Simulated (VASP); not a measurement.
# Al (Pm-3n) in VASP: single point with r2SCAN

Aim: the single point of Al with r2SCAN.

Everything below comes from runs of VASP 6.6.1. Logs are shortened: lines on timing, memory, paths and dates and some standing lists are left out, and cuts for length are marked.

**1. The cell of the first run**

The structure is cubic, space group Pm-3n (No. 223). The conventional cell has a = 7.252 Å, b = 7.252 Å, c = 7.252 Å, α = 90.00°, β = 90.00°, γ = 90.00°. Al (site symmetry m-3) has 12 Al at 4.05 Å within 5.3 Å. Al (site symmetry -4m2) has 14 Al at 3.63 to 4.44 Å within 4.8 Å.

**2. Single point, r2SCAN**

The input, POSCAR:

```
Al
1.0
    7.2521360000      0.0000000000      0.0000000000
    0.0000000000      7.2521360000      0.0000000000
    0.0000000000      0.0000000000      7.2521360000
Al
8
Direct
    0.0000000000      0.0000000000      0.0000000000
    0.5000000000      0.5000000000      0.5000000000
    0.2500000000      0.5000000000      0.0000000000
    0.0000000000      0.7500000000      0.5000000000
    0.7500000000      0.5000000000      0.0000000000
    0.0000000000      0.2500000000      0.5000000000
    0.5000000000      0.0000000000      0.7500000000
    0.5000000000      0.0000000000      0.2500000000
```

The input, INCAR.step1:

```
  PREC = Accurate
  ENCUT = 520
  ISMEAR = -1
  SIGMA = 0.1
  LREAL = False
  LASPH = True
  NELM = 80
  NBANDS = 22
  GGA = PE
  ALGO = Normal
  EDIFF = 1E-4
  LWAVE = True
  LCHARG = False
```

The input, INCAR.step2:

```
  PREC = Accurate
  ENCUT = 520
  EDIFF = 1E-6
  ISMEAR = -1
  SIGMA = 0.1
  LREAL = False
  LASPH = True
  NELM = 80
  ALGO = Normal
  ISIF = 2
  LWAVE = False
  LCHARG = False
  METAGGA = R2SCAN
  LMIXTAU = True
  NBANDS = 22
  ISTART = 1
```

The input, KPOINTS:

```
Automatic mesh
0
Gamma
  5 5 5
```

Potentials or basis: VASP PAW PBE potentials, release 64 (Al).

Launch:

```sh
$ cat potpaw_PBE.64/Al/POTCAR > POTCAR
$ cp INCAR.step1 INCAR
$ mpirun -np 1 vasp_std > vasp.out
$ cp INCAR.step2 INCAR
$ mpirun -np 1 vasp_std > vasp.out
```

OUTCAR:

```text
PREC = Accurate
   ENCUT = 520
   EDIFF = 1E-6
   ISMEAR = -1
   LREAL = False
   LASPH = True
   NELM = 80
   ISIF = 2
   METAGGA = R2SCAN
   ISTART = 1

 ion  position               nearest neighbor table
   1  0.000  0.000  0.000-
   2  0.500  0.500  0.500-
   3  0.250  0.500  0.000-
   4  0.000  0.750  0.500-
   5  0.750  0.500  0.000-
   6  0.000  0.250  0.500-
   7  0.500  0.000  0.750-
   8  0.500  0.000  0.250-

  LATTYP: Found a simple cubic cell.
 ALAT       =     7.2521360000

  Lattice vectors:

 A1 = (   7.2521360000,   0.0000000000,   0.0000000000)
 A2 = (   0.0000000000,   7.2521360000,   0.0000000000)
 A3 = (   0.0000000000,   0.0000000000,   7.2521360000)

Analysis of symmetry for initial positions (statically):
=====================================================================
 Subroutine PRICEL returns:
 Original cell was already a primitive cell.

 Routine SETGRP: Setting up the symmetry group for a
 simple cubic supercell.

 Subroutine GETGRP returns: Found 48 space group operations
 (whereof 24 operations were pure point group operations)
 out of a pool of 48 trial point group operations.

The static configuration has the point symmetry T_h .
 The point group associated with its full space group is O_h .

Analysis of symmetry for dynamics (positions and initial velocities):
=====================================================================
 Subroutine PRICEL returns:
 Original cell was already a primitive cell.

 Routine SETGRP: Setting up the symmetry group for a
 simple cubic supercell.

 Subroutine GETGRP returns: Found 48 space group operations
 (whereof 24 operations were pure point group operations)
 out of a pool of 48 trial point group operations.

The dynamic configuration has the point symmetry T_h .
 The point group associated with its full space group is O_h .

 Subroutine INISYM returns: Found 48 space group operations
 (whereof 24 operations are pure point group operations),
 and found     1 'primitive' translations

----------------------------------------------------------------------------------------

                                     Primitive cell

  volume of cell :     381.4150

  direct lattice vectors                    reciprocal lattice vectors
     7.252136000  0.000000000  0.000000000     0.137890409  0.000000000  0.000000000
     0.000000000  7.252136000  0.000000000     0.000000000  0.137890409  0.000000000
     0.000000000  0.000000000  7.252136000     0.000000000  0.000000000  0.137890409

  length of vectors
     7.252136000  7.252136000  7.252136000     0.137890409  0.137890409  0.137890409

  position of ions in fractional coordinates (direct lattice)
     0.000000000  0.000000000  0.000000000
     0.500000000  0.500000000  0.500000000
     0.250000000  0.500000000  0.000000000
     0.000000000  0.750000000  0.500000000
     0.750000000  0.500000000  0.000000000
     0.000000000  0.250000000  0.500000000
     0.500000000  0.000000000  0.750000000
     0.500000000  0.000000000  0.250000000

  ion indices of the primitive-cell ions
   primitive index   ion index
                 1           1
                 2           2
                 3           3
                 4           4
                 5           5
                 6           6
                 7           7
                 8           8

----------------------------------------------------------------------------------------

 KPOINTS: Automatic mesh

Automatic generation of k-mesh.
 Grid dimensions read from file:
 generate k-points for:    5    5    5

 Generating k-lattice:

  Cartesian coordinates                     Fractional coordinates (reciprocal lattice)
     0.027578082  0.000000000  0.000000000     0.200000000  0.000000000  0.000000000
     0.000000000  0.027578082  0.000000000     0.000000000  0.200000000  0.000000000
     0.000000000  0.000000000  0.027578082     0.000000000  0.000000000  0.200000000

  Length of vectors
     0.027578082  0.027578082  0.027578082

  Shift w.r.t. Gamma in fractional coordinates (k-lattice)
     0.000000000  0.000000000  0.000000000

 Subroutine IBZKPT returns following result:
 ===========================================

 Found     10 irreducible k-points:

 Following reciprocal coordinates:
            Coordinates               Weight
  0.000000  0.000000  0.000000      1.000000
  0.200000  0.000000  0.000000      6.000000
  0.400000  0.000000  0.000000      6.000000
  0.200000  0.200000  0.000000     12.000000
  0.400000  0.200000  0.000000     24.000000
  0.400000  0.400000  0.000000     12.000000
  0.200000  0.200000  0.200000      8.000000
  0.400000  0.200000  0.200000     24.000000
  0.400000  0.400000  0.200000     24.000000
  0.400000  0.400000  0.400000      8.000000
   k-points           NKPTS =     10   k-points in BZ     NKDIM =     10   number of bands    NBANDS=     22
   number of dos      NEDOS =    301   number of ions     NIONS =      8
   total plane-waves  NPLWV = 157464
   dimension x,y,z NGX =    54 NGY =   54 NGZ =   54
   dimension x,y,z NGXF=   108 NGYF=  108 NGZF=  108
   ions per type =               8
   NGX,Y,Z   is equivalent  to a cutoff of  12.38, 12.38, 12.38 a.u.
   NGXF,Y,Z  is equivalent  to a cutoff of  24.76, 24.76, 24.76 a.u.
 SYSTEM =  unknown system
   PREC   = accura    normal or accurate (medium, high low for compatibility)
   ISTART =      1    job   : 0-new  1-cont  2-samecut
   ICHARG =      0    charge: 1-file 2-atom 10-const
   ISPIN  =      1    spin polarized calculation?
   LNONCOLLINEAR =      F non collinear calculations
   LSORBIT =      F    spin-orbit coupling
   LASPH  =      T    aspherical Exc in radial PAW
   ENCUT  =  520.0 eV  38.22 Ry    6.18 a.u.  13.48 13.48 13.48*2*pi/ulx,y,z
   NELM   =     80;   NELMIN=  2; NELMDL=  0     # of ELM steps
   EDIFF  = 0.1E-05   stopping-criterion for ELM
   LREAL  =      F    real-space projection
   EDIFFG = 0.1E-04   stopping-criterion for IOM
   NSW    =      0    number of steps for IOM
   IBRION =     -1    ionic relax: 0-MD 1-quasi-New 2-CG
   NFREE  =      0    steps in history (QN), initial steepest desc. (CG)
   ISIF   =      2    stress and relaxation
   ISYM   =      2    0-nonsym 1-usesym 2-fastsym
   POTIM  = 0.5000    time-step for ionic-motion
   TEBEG  =    0.0;   TEEND  =   0.0 temperature during run
   PSTRESS=    0.0 pullay stress
   NELECT =      24.0000    total number of electrons
   NUPDOWN=      -1.0000    fix difference up-down
   EMIN   =  10.00;   EMAX   =-10.00  energy-range for DOS
   EFERMI =   0.00;   METHOD = LEGACY
   ISMEAR =    -1;   SIGMA  =   0.10  broadening in eV -4-tet -1-fermi 0-gaus
   EFERMI_NEDOS =   21; number of points for ismear=-14 and -15
   IALGO  =     38    algorithm
   IMIX   =      4    mixing-type and parameters
     AMIX     =   0.40;   BMIX     =  1.00
     AMIX_MAG =   1.60;   BMIX_MAG =  1.00
  volume/ion in A,a.u.               =      47.68       321.74
  Fermi-wavevector in a.u.,A,eV,Ry     =   0.651147  1.230490  5.768774  0.423993
  Thomas-Fermi vector in A             =   1.720654
   LORBIT       =      0    0 simple, 1 ext, 2 COOP (PROOUT), +10 PAW based schemes
   METAGGA = R2SCAN    functional components
   LHFCALC =     F    Hartree Fock is set to
   AEXX    =    0.0000 exact exchange contribution
   IVDW    =     0    specifies the selected vdW correction
   LEPSILON=     F    determine dielectric tensor
   LRPA    =     F    only Hartree local field effects (RPA)
 non-spin polarized calculation
  energy-cutoff  :      520.00
  volume of cell :      381.42
 maximum number of plane-waves:     10283
 NGX is ok and might be reduce to    54
   NGX = 27   NGY = 27   NGZ = 27

 number of electron      24.0000000 magnetization

 Free energy of the ion-electron system (eV)
  ---------------------------------------------------
  ext. energy  EPLUGINS =         0.00000000
  ---------------------------------------------------
  free energy    TOTEN  =       -38.48673841 eV

  energy without entropy =      -38.23626957  energy(sigma->0) =      -38.36150399

 E-fermi :   0.6546     XC(G=0):  -7.0521

 val. band max:        0.6163026024   @ k =   0.2000   0.0000   0.0000
 cond. band min:       0.6719387287   @ k =   0.2000   0.2000   0.2000
 fundamental gap:      0.0556361264
 Fermi energy:         0.6545834515

 k-point     1 :       0.0000    0.0000    0.0000
  band No.  band energies     occupation
      1      -5.6788      2.00000
      2      -3.7533      2.00000
      3      -3.7533      2.00000
      4      -3.5150      2.00000
      5      -2.5795      2.00000
      6      -2.5795      2.00000
[... 14 lines left out ...]
     21       3.3534      0.00000
     22       3.3534      0.00000

 k-point     2 :       0.2000    0.0000    0.0000
  band No.  band energies     occupation
      1      -5.5702      2.00000
      2      -4.1042      2.00000
      3      -3.6637      2.00000
      4      -3.5120      2.00000
      5      -2.5390      2.00000
      6      -2.5390      2.00000
[... 14 lines left out ...]
     21       2.8439      0.00000
     22       2.8439      0.00000

 k-point     3 :       0.4000    0.0000    0.0000
  band No.  band energies     occupation
      1      -5.2491      2.00000
      2      -4.7355      2.00000
      3      -3.4359      2.00000
      4      -3.3512      2.00000
      5      -2.7001      2.00000
      6      -2.6256      2.00000
[... 14 lines left out ...]
     21       2.6252      0.00000
     22       2.6453      0.00000

 k-point     4 :       0.2000    0.2000    0.0000
  band No.  band energies     occupation
      1      -5.4619      2.00000
      2      -4.0367      2.00000
      3      -3.9696      2.00000
      4      -3.4978      2.00000
      5      -2.7747      2.00000
      6      -2.5006      2.00000
[... 14 lines left out ...]
     21       2.8601      0.00000
     22       2.8851      0.00000

 k-point     5 :       0.4000    0.2000    0.0000
  band No.  band energies     occupation
      1      -5.1418      2.00000
      2      -4.6309      2.00000
      3      -3.7316      2.00000
      4      -3.3024      2.00000
      5      -3.2055      2.00000
      6      -2.6308      2.00000
[... 14 lines left out ...]
     21       2.8110      0.00000
     22       3.2663      0.00000

 k-point     6 :       0.4000    0.4000    0.0000
  band No.  band energies     occupation
      1      -4.8263      2.00000
      2      -4.3422      2.00000
      3      -4.3059      2.00000
      4      -3.8225      2.00000
      5      -3.0587      2.00000
      6      -2.5983      2.00000
[... 14 lines left out ...]
     21       3.1256      0.00000
     22       3.1672      0.00000

 k-point     7 :       0.2000    0.2000    0.2000
  band No.  band energies     occupation
      1      -5.3538      2.00000
      2      -3.9381      2.00000
      3      -3.9381      2.00000
      4      -3.8265      2.00000
      5      -2.7266      2.00000
      6      -2.7266      2.00000
[... 14 lines left out ...]
     21       3.2069      0.00000
     22       3.2937      0.00000

 k-point     8 :       0.4000    0.2000    0.2000
  band No.  band energies     occupation
      1      -5.0349      2.00000
      2      -4.5267      2.00000
      3      -3.6621      2.00000
      4      -3.5993      2.00000
      5      -3.1550      2.00000
      6      -3.0945      2.00000
[... 14 lines left out ...]
     21       3.3873      0.00000
     22       3.4159      0.00000

 k-point     9 :       0.4000    0.4000    0.2000
  band No.  band energies     occupation
      1      -4.7202      2.00000
      2      -4.2385      2.00000
      3      -4.2036      2.00000
      4      -3.7254      2.00000
      5      -3.3557      2.00000
      6      -2.8916      2.00000
[... 14 lines left out ...]
     21       2.8991      0.00000
     22       3.1580      0.00000

 k-point    10 :       0.4000    0.4000    0.4000
  band No.  band energies     occupation
      1      -4.4085      2.00000
      2      -3.9353      2.00000
      3      -3.9353      2.00000
      4      -3.8873      2.00000
      5      -3.4540      2.00000
      6      -3.4540      2.00000
[... 14 lines left out ...]
     21       2.7032      0.00000
     22       2.8971      0.00000

------------------------ aborting loop because EDIFF is reached ----------------------------------------

  FORCE on cell =-STRESS in cart. coord.  units (eV):
  Direction    XX          YY          ZZ          XY          YZ          ZX
  --------------------------------------------------------------------------------------
  -------------------------------------------------------------------------------------
  Total      -14.8752124    -14.8752124    -14.8752124      0.0000000     -0.0000000      0.0000000
  in kB      -62.4850235    -62.4850235    -62.4850235      0.0000000     -0.0000000      0.0000000
  external PRESSURE =     -62.4850235 kB  Pullay stress =       0.0000000 kB

 VOLUME and BASIS-vectors are now :
 -----------------------------------------------------------------------------
  energy-cutoff  :      520.00
  volume of cell :      381.42
      direct lattice vectors                 reciprocal lattice vectors
     7.252136000  0.000000000  0.000000000     0.137890409  0.000000000  0.000000000
     0.000000000  7.252136000  0.000000000     0.000000000  0.137890409  0.000000000
     0.000000000  0.000000000  7.252136000     0.000000000  0.000000000  0.137890409

 POSITION                                       TOTAL-FORCE (eV/Angst)
 -----------------------------------------------------------------------------------
      0.00000      0.00000      0.00000         0.000000     -0.000000      0.000000
      3.62607      3.62607      3.62607         0.000000     -0.000000      0.000000
      1.81303      3.62607      0.00000        -0.000000      0.000000     -0.000000
      0.00000      5.43910      3.62607         0.000000     -0.000000     -0.000000
      5.43910      3.62607      0.00000         0.000000      0.000000      0.000000
      0.00000      1.81303      3.62607        -0.000000      0.000000     -0.000000
      3.62607      0.00000      5.43910        -0.000000     -0.000000     -0.000000
      3.62607      0.00000      1.81303         0.000000     -0.000000      0.000000
 -----------------------------------------------------------------------------------
    total drift:                               -0.000000     -0.000000      0.000000

  FREE ENERGIE OF THE ION-ELECTRON SYSTEM (eV)
  ---------------------------------------------------
  free  energy   TOTEN  =       -38.4867384075 eV

  energy  without entropy=      -38.2362695705  energy(sigma->0) =      -38.36150399
```

It took 4.6 min on 1 thread of Intel Xeon Platinum 8488C (Sapphire Rapids), shared host; peak memory 0.41 GiB.

What came out:

- Free energy: -38.4867 eV
- Pressure: -6.2 GPa
- Band gap on the k mesh: zero (band 12 reaches 1.34 eV, above the bottom of band 13 at -0.00 eV)

Caveat: the PAW data sets were made with another functional, which shifts forces and pressure a little.
